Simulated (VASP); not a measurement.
A run of VASP 6.6.1 is set up as follows.

Contents of INCAR:

```
SYSTEM = MgSi24C23
PREC     = Accurate       ! precision mode
ENCUT    = 520            ! plane-wave cutoff, eV
EDIFF    = 1E-7           ! SCF threshold, eV
ISMEAR   = -1             ! smearing method
SIGMA    = 0.01           ! smearing width, eV
LREAL    = Auto         
LASPH    = .True.         ! aspherical terms in the spheres
NELM     = 100            ! most SCF steps
ALGO     = Normal         ! electronic algorithm
ISIF     = 2              ! what is computed and relaxed
LWAVE    = .False.        ! write WAVECAR
LCHARG   = .False.        ! write CHGCAR
GGA      = PE             ! functional
NBANDS   = 125            ! bands
NELECT   = 192.0
```

The input KPOINTS:

```
regular mesh
0
Gamma
  4 3 2
  0 0 0
```

File POSCAR:

```
MgSi24C23
1.0
    6.1520000000      0.0000000000      0.0000000000
   -4.6140000000      7.9916824260      0.0000000000
    0.0000000000      0.0000000000     10.0960000000
Si Mg C
24 1 23
Direct
    0.1563600040      0.2099283592     -0.0135914890
    0.1592446974      0.2130582111      0.4959308727
    0.1635456527      0.5489057942      0.0012092555
    0.1568247935      0.5509763665      0.5062168652
    0.1654879257      0.8858618525      0.0014241685
    0.1649436627      0.8845865379      0.5068344445
    0.6608236880      0.2146511236      0.0028506167
    0.6611396674      0.2153991411      0.5033887150
    0.6612714395      0.5499857419      0.0010230682
    0.6706065013      0.5521182049      0.5061131180
    0.6649535541      0.8874843645     -0.0006253961
    0.6586482087      0.8811230591      0.5031469637
    0.3279829612      0.1038806673      0.2575170620
    0.3311201842      0.1061498187      0.7480189000
    0.4302462629      0.5728616805      0.2941396796
    0.3300975810      0.4401204315      0.7482133867
    0.3373392119      0.7807133711      0.2515871256
    0.3291324092      0.7728659305      0.7538888232
    0.8299438868      0.1065855381      0.2567130130
    0.8267377009      0.1055805724      0.7460926199
    0.8282666712      0.4373103034      0.2507850524
    0.8289585256      0.4387653807      0.7542164540
    0.8370575265      0.7829151327      0.2514897892
    0.8299542437      0.7731541315      0.7536512439
    0.2407856202      0.3183012509      0.1984692177
    0.1628724895      0.2174865565      0.6852637799
    0.1593275309      0.5499386918      0.1872680658
    0.1601850538      0.5512327179      0.6907629715
    0.1675890710      0.8878043337      0.1871913273
    0.1615152665      0.8823449825      0.6918929768
    0.6611863279      0.2167363892      0.1900256756
    0.6645786142      0.2202922071      0.6881587103
    0.6692727679      0.5525713544      0.1873098405
    0.6667759998      0.5515149764      0.6907721684
    0.6694549863      0.8923620188      0.1835117795
    0.6602825379      0.8805793590      0.6892551914
    0.3324301210      0.1025726901      0.4459592695
    0.3329456128      0.1030405435      0.9313156567
    0.3314078528      0.4416618297      0.4449119194
    0.3322473215      0.4422850971      0.9320952830
    0.3248522641      0.7730510114      0.4409788594
    0.3286813508      0.7714084864      0.9398791061
    0.8192122196      0.1013337563      0.4454896552
    0.8211207383      0.1036179276      0.9289637367
    0.8281059497      0.4376147173      0.4389856931
    0.8288819165      0.4385364324      0.9404107337
    0.8355974546      0.7755449759      0.4411099177
    0.8300039723      0.7731859793      0.9397841125
```

Potentials or basis: VASP PAW PBE potentials, release 64 (Si, Mg, C).

Launch:

```console
$ cat potpaw_PBE.64/Si/POTCAR potpaw_PBE.64/Mg/POTCAR potpaw_PBE.64/C/POTCAR > POTCAR
$ mpirun -np 1 vasp_std > vasp.out
```

Question: What does it give for the largest force?

Answer: 0.062 eV/Å.

Forces on the atoms (eV/Å):
```
Si  -0.002 -0.009 -0.021
Si   0.002  0.000  0.006
Si   0.008 -0.003 -0.005
Si  -0.006  0.006 -0.006
Si  -0.003  0.011 -0.001
Si   0.011  0.001 -0.005
Si  -0.003 -0.011 -0.004
Si  -0.002 -0.003 -0.001
Si  -0.011  0.001 -0.001
Si   0.006 -0.004 -0.006
Si   0.001  0.006  0.000
Si  -0.012  0.002 -0.003
Si   0.006 -0.020  0.008
Si  -0.002  0.002  0.007
Si  -0.008  0.050  0.036
Si  -0.002 -0.005  0.008
Si  -0.003  0.007  0.005
Si  -0.003 -0.004 -0.003
Si  -0.004 -0.015  0.007
Si   0.002  0.007  0.008
Si   0.001  0.001  0.010
Si   0.004  0.001 -0.002
Si  -0.016  0.003 -0.003
Si   0.003  0.000  0.002
Mg   0.004  0.014 -0.012
C    0.004 -0.002  0.004
C    0.005 -0.001 -0.004
C    0.001  0.003  0.000
C   -0.003 -0.003  0.006
C    0.005 -0.002 -0.009
C    0.002 -0.006 -0.001
C    0.004 -0.002 -0.003
C   -0.005 -0.008 -0.001
C   -0.001 -0.003  0.004
C   -0.001 -0.007  0.007
C    0.005  0.006 -0.005
C    0.006 -0.004  0.009
C   -0.003 -0.002 -0.002
C    0.003 -0.008  0.000
C   -0.002 -0.001  0.026
C    0.007 -0.004 -0.011
C    0.004  0.000 -0.013
C   -0.008 -0.002  0.009
C   -0.005 -0.008 -0.004
C   -0.004  0.002 -0.015
C    0.003  0.010 -0.009
C    0.008  0.001 -0.008
C    0.006  0.001 -0.003
```

Caveat: the cell carries a net charge on a neutralising background, which shifts energy and pressure.
